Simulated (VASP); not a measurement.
# Ni (Pm-3m) in VASP: a series of runs, part 2 of 2

VASP 6.6.1.

## Step 3: Single point, BLYP, collinear spin, ferromagnetic start (volume scaled by 1.12)

Contents of INCAR:

```
SYSTEM = Ni
  AGGAC = 1.0
  AGGAX = 1.0
  ALDAC = 0.0
  ALDAX = 1.0
  ALGO = Normal
  EDIFF = 1E-7
  ENCUT = 520
  GGA = B5
  ISIF = 2
  ISMEAR = -1
  ISPIN = 2
  LASPH = .True.
  LCHARG = .True.
  LELF = .True.
  LMAXMIX = 4
  LORBIT = 11
  LREAL = .False.
  LVHAR = .True.
  LWAVE = .False.
  MAGMOM = 0.539
  NBANDS = 15
  NELM = 150
  PREC = Accurate
  SIGMA = 0.05
```

Contents of KPOINTS:

```
k-points
0
Gamma
  15 15 15
  0 0 0
```

Contents of POSCAR:

```
Ni
1.0
    2.4592337395      0.0000000000      0.0000000000
    0.0000000000      2.4592337395      0.0000000000
    0.0000000000      0.0000000000      2.4592337395
Ni
1
Direct
    0.0000000000      0.0000000000      0.0000000000
```

Potentials or basis: VASP PAW PBE potentials, release 64 (Ni).

Started as:

```bash
$ cat potpaw_PBE.64/Ni/POTCAR > POTCAR
$ mpirun -np 1 vasp_std > vasp.out
```

OUTCAR:

```text
SYSTEM = Ni
   EDIFF = 1E-7
   ENCUT = 520
   GGA = B5
   ISIF = 2
   ISMEAR = -1
   ISPIN = 2
   LASPH = .True.
   LORBIT = 11
   LREAL = .False.
   NELM = 150
   PREC = Accurate

 ion  position               nearest neighbor table
   1  0.000  0.000  0.000-

  LATTYP: Found a simple cubic cell.
 ALAT       =     2.4592337395

  Lattice vectors:

[... 1064 lines left out ...]
     15      43.4202      0.00000

 [... further k-points ...]
[... 5 lines left out ...]
  --------------------------------------------------------------------------------------
  -------------------------------------------------------------------------------------
  Total       -0.8904920     -0.8904920     -0.8904920     -0.0000000     -0.0000000     -0.0000000
  in kB      -95.9270723    -95.9270723    -95.9270723     -0.0000000     -0.0000000     -0.0000000
  external PRESSURE =     -95.9270723 kB  Pullay stress =       0.0000000 kB

 VOLUME and BASIS-vectors are now :
 -----------------------------------------------------------------------------
  energy-cutoff  :      520.00
  volume of cell :       14.87
      direct lattice vectors                 reciprocal lattice vectors
     2.459233740  0.000000000  0.000000000     0.406630726  0.000000000  0.000000000
     0.000000000  2.459233740  0.000000000     0.000000000  0.406630726  0.000000000
     0.000000000  0.000000000  2.459233740     0.000000000  0.000000000  0.406630726

 POSITION                                       TOTAL-FORCE (eV/Angst)
 -----------------------------------------------------------------------------------
      0.00000      0.00000      0.00000         0.000000      0.000000      0.000000
 -----------------------------------------------------------------------------------
    total drift:                               -0.000000      0.000000      0.000000

  FREE ENERGIE OF THE ION-ELECTRON SYSTEM (eV)
  ---------------------------------------------------
  free  energy   TOTEN  =        -4.0330061132 eV

  energy  without entropy=       -4.0118851161  energy(sigma->0) =       -4.02244561

 total charge

# of ion       s       p       d       tot
------------------------------------------
    1        0.465   0.282   8.348   9.095

 magnetization (x)

# of ion       s       p       d       tot
------------------------------------------
    1       -0.002  -0.003   0.712   0.707
```

OSZICAR:

```text
N       E                     dE             d eps       ncg     rms          rms(c)
DAV:   1     0.359013505470E+02    0.35901E+02   -0.42358E+03  7383   0.782E+02
DAV:   2    -0.294235015751E+01   -0.38844E+02   -0.36125E+02  8292   0.154E+02
DAV:   3    -0.468478526720E+01   -0.17424E+01   -0.17076E+01  8558   0.325E+01
DAV:   4    -0.470008303056E+01   -0.15298E-01   -0.15294E-01  8884   0.291E+00
DAV:   5    -0.470041172866E+01   -0.32870E-03   -0.32870E-03  8955   0.381E-01    0.736E+00
DAV:   6    -0.455136450437E+01    0.14905E+00   -0.12243E+01 10126   0.368E+01    0.700E+00
DAV:   7    -0.403753040078E+01    0.51383E+00   -0.31047E+00  9937   0.170E+01    0.111E+00
DAV:   8    -0.403440580679E+01    0.31246E-02   -0.62586E-03  8246   0.566E-01    0.667E-01
DAV:   9    -0.403328819251E+01    0.11176E-02   -0.17765E-03  9800   0.265E-01    0.251E-01
DAV:  10    -0.403298113213E+01    0.30706E-03   -0.15056E-03  9872   0.260E-01    0.580E-02
DAV:  11    -0.403300508524E+01   -0.23953E-04   -0.82976E-05  9025   0.709E-02    0.263E-02
DAV:  12    -0.403300700526E+01   -0.19200E-05   -0.16555E-05  9376   0.314E-02    0.759E-03
DAV:  13    -0.403300607100E+01    0.93426E-06   -0.73582E-07  8420   0.711E-03    0.364E-03
DAV:  14    -0.403300611316E+01   -0.42157E-07   -0.46122E-08  5861   0.200E-03
   1 F= -.40330061E+01 E0= -.40224456E+01  d E =-.211210E-01  mag=     0.6982
```

stdout:

```text
POSCAR found type information on POSCAR Ni
 POSCAR found :  1 types and       1 ions
 scaLAPACK will be used
 -----------------------------------------------------------------------------
|                                                                             |
|                                                                             |
|     You enforced a specific xc type in the INCAR file but a different       |
|     I HOPE YOU KNOW WHAT YOU ARE DOING!                                     |
|                                                                             |
 -----------------------------------------------------------------------------

 LDA part: xc-table for (Slater(with rela. corr.)+VWN5), standard interpolation
 POSCAR, INCAR and KPOINTS ok, starting setup
 FFT: planning ... GRIDC
 FFT: planning ... GRID_SOFT
 FFT: planning ... GRID
 WAVECAR not read
 entering main loop
```

Wall time 21 s (1 thread of Intel Xeon 6975P-C (Granite Rapids), shared host); peak memory 0.15 GiB.

What came out:

- Free energy: -4.0330 eV
- Pressure: -9.6 GPa
- Net moment: 0.70 μB per cell
- Site moments: Ni +0.71 μB
- Valence electrons inside the program's atomic spheres: Ni 9.10

Caveat: the cell differs from its parent crystal (volume scaled by 1.12); the PAW data sets were made with another functional, which shifts forces and pressure a little.

## Step 4: Single point, BLYP (volume scaled by 0.88)

Contents of INCAR:

```
SYSTEM = Ni
PREC     = Accurate       ! precision mode
ENCUT    = 520            ! plane-wave cutoff, eV
EDIFF    = 1E-6           ! SCF threshold, eV
ISMEAR   = -1             ! smearing method
SIGMA    = 0.1            ! smearing width, eV
LREAL    = .FALSE.        ! projectors in reciprocal space
LASPH    = .TRUE.         ! aspherical terms in the spheres
NELM     = 100            ! most SCF steps
ALGO     = Normal         ! electronic algorithm
ISIF     = 2              ! what is computed and relaxed
LWAVE    = .FALSE.        ! write WAVECAR
LCHARG   = .FALSE.        ! write CHGCAR
GGA      = B5             ! functional
ALDAX    = 1.0          
AGGAX    = 1.0          
AGGAC    = 1.0          
ALDAC    = 0.0          
NBANDS   = 11             ! bands
```

Contents of KPOINTS:

```
regular mesh
0
G
  15 15 15
  0 0 0
```

Contents of POSCAR:

```
Ni
1.0
    2.2681971081      0.0000000000      0.0000000000
    0.0000000000      2.2681971081      0.0000000000
    0.0000000000      0.0000000000      2.2681971081
Ni
1
Direct
    0.0000000000      0.0000000000      0.0000000000
```

Started as:

```bash
$ cat potpaw_PBE.64/Ni/POTCAR > POTCAR
$ mpirun -np 1 vasp_std > vasp.out
```

It took 13 s on 1 thread of Intel Xeon 6975P-C, shared host; peak memory 0.12 GiB.

It converged, with:

* Free energy: -4.0115 eV
* Pressure: 21.4 GPa
* Band gap on the k mesh: zero (band 5 reaches 9.72 eV, above the bottom of band 6 at 8.37 eV)

Levels at points of the mesh, in eV from the Fermi level:
```csv
k point,band 3,band 4,band 5,band 6,band 7,band 8
"(0.00, 0.00, 0.00)",-3.65,0.05,0.05,0.05,20.48,20.48
```

Caveat: the cell differs from its parent crystal (volume scaled by 0.88); the PAW data sets were made with another functional, which shifts forces and pressure a little; the run has no spin polarisation, though such a crystal can be magnetic.

## Step 5: Single point, BLYP

This run uses another cell than the first one, of 13.26 Å³/atom, 0.925 times its volume.

Contents of INCAR:

```
SYSTEM = Ni
PREC = Accurate
ENCUT = 520
EDIFF = 1E-6
ISMEAR = -1
SIGMA = 0.1
LREAL = .False.
LASPH = .True.
NELM = 80
ALGO = Normal
ISIF = 2
LWAVE = .False.
LCHARG = .True.
GGA = B5
ALDAX = 1.0
AGGAX = 1.0
AGGAC = 1.0
ALDAC = 0.0
LELF = .True.
LVHAR = .True.
NBANDS = 11
```

Contents of KPOINTS:

```
Automatic mesh
0
Gamma
  14 14 14
  0 0 0
```

Contents of POSCAR:

```
Ni
1.0
    2.3669362900      0.0000000000      0.0000000000
    0.0000000000      2.3669362900      0.0000000000
    0.0000000000      0.0000000000      2.3669362900
Ni
1
Direct
    0.0000000000      0.0000000000      0.0000000000
```

Started as:

```bash
$ cat potpaw_PBE.64/Ni/POTCAR > POTCAR
$ mpirun -np 1 vasp_std > vasp.out
```

It took 13 s on 1 thread of Intel Xeon 6975P-C, shared host; peak memory 0.13 GiB.

Results (log left out):

* Free energy: -4.1041 eV
* Pressure: 0.1 GPa
* Band gap on the k mesh: zero (band 5 reaches 7.98 eV, above the bottom of band 6 at 6.75 eV)

Levels at points of the mesh, in eV from the Fermi level:
```tsv
k point	band 2	band 3	band 4	band 5	band 6	band 7	band 8	band 9
(0.00, 0.00, 0.00)	-3.06	-3.06	0.02	0.02	0.02	18.93	18.93	18.93
(0.50, 0.00, 0.00)	-2.66	-0.95	-0.95	-0.55	0.11	3.63	24.38	25.76
(0.50, 0.50, 0.00)	-2.37	-0.76	-0.76	0.71	5.26	5.26	10.67	11.59
(0.50, 0.50, 0.50)	-2.71	-2.71	0.77	0.77	11.35	11.35	11.35	14.37
```

Caveat: the PAW data sets were made with another functional, which shifts forces and pressure a little; the run has no spin polarisation, though such a crystal can be magnetic.

## Step 6: The runs side by side

```csv
spin,cell,k mesh,smearing,gap on the mesh (eV),pressure (GPa),moment (μB)
"collinear, ferromagnetic start","a = 2.430 Å, 1 atom",15 × 15 × 15,fermi-dirac 0.05 eV,none,-7.1,0.63
"collinear, ferromagnetic start","a = 2.459 Å, 1 atom",15 × 15 × 15,fermi-dirac 0.05 eV,none,-9.6,0.70
off,"a = 2.268 Å, 1 atom",15 × 15 × 15,fermi-dirac 0.1 eV,none,21.4,-
off,"a = 2.367 Å, 1 atom",14 × 14 × 14,fermi-dirac 0.1 eV,none,0.1,-
```

Alike in all rows: task single point; level BLYP; potentials or basis VASP PAW PBE potentials, release 64 (Ni); cutoff (eV) 520.

Caveats: the PAW data sets were made with another functional, which shifts forces and pressure a little.

Total energies depend on the potentials used, so only differences within one code and one set of settings carry meaning.
